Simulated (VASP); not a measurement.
Wanted: the native input for a VASP 6.6.1 run.

```yaml
Task: relaxation of cell and atoms
Functional: PBE
Potentials_or_basis: VASP PAW PBE potentials, release 64 (Ba_sv, Te)
Cutoff: 500 eV
k_mesh: 6 × 6 × 4
Occupations: gaussian, width 0.1 eV
Spin: no spin polarisation
Dipole_correction: no
Further_INCAR_settings: ALGO = Normal; EDIFF = 1e-07; IBRION = 2; EDIFFG = -0.04; NSW = 90; ISIF = 3
```

The structure of BaTe lies in POSCAR:

```
BaTe
1.0
    4.0877338100      0.0000000000      0.0000000000
   -2.0438669000      3.5400813200      0.0000000000
    0.0000000000      0.0000000000      4.7200733000
Ba Te
1 1
Direct
    0.3333333300      0.6666666700      0.0000000000
    0.6666666700      0.3333333300      0.5000000000
```

One way to write it, as run:

INCAR

```
PREC = Accurate
ENCUT = 500
EDIFF = 1E-7
ISMEAR = 0
SIGMA = 0.1
LREAL = F
LASPH = T
NELM = 120
ALGO = Normal
ISIF = 3
LWAVE = F
LCHARG = F
GGA = PE
IBRION = 2
NSW = 90
EDIFFG = -0.04
GGA_COMPAT = F
NELMIN = 4
```

KPOINTS

```
Automatic mesh
0
Gamma
  6 6 4
```

Potentials or basis: VASP PAW PBE potentials, release 64 (Ba_sv, Te).

Run with:

```bash
$ cat potpaw_PBE.64/Ba_sv/POTCAR potpaw_PBE.64/Te/POTCAR > POTCAR
$ mpirun -np 1 vasp_std > vasp.out
```

Results of the run:

```json
{"Relaxed volume": "44.62 Å³/atom", "Relaxed cell": "a = 4.820 Å, b = 4.820 Å, c = 4.436 Å, α = 90.00°, β = 90.00°, γ = 120.00°", "Space group after relaxing (to 0.05 Å)": "P-6m2 (No. 187)", "Energy gained by relaxing": "442.3 meV/atom", "Ionic steps": "6", "Pressure after relaxing": "0.0 GPa", "Band gap on the k mesh": "1.50 eV, direct"}
```

Caveat: the volume moved by over 15 % at a fixed basis, so the end points are rough; spin-orbit coupling is left out, which moves the levels of the heavy elements.

It took 44 s on 1 thread of AMD EPYC 9R45 96-Core Processor (Zen 5), with other jobs on the host, peak memory 0.16 GiB.
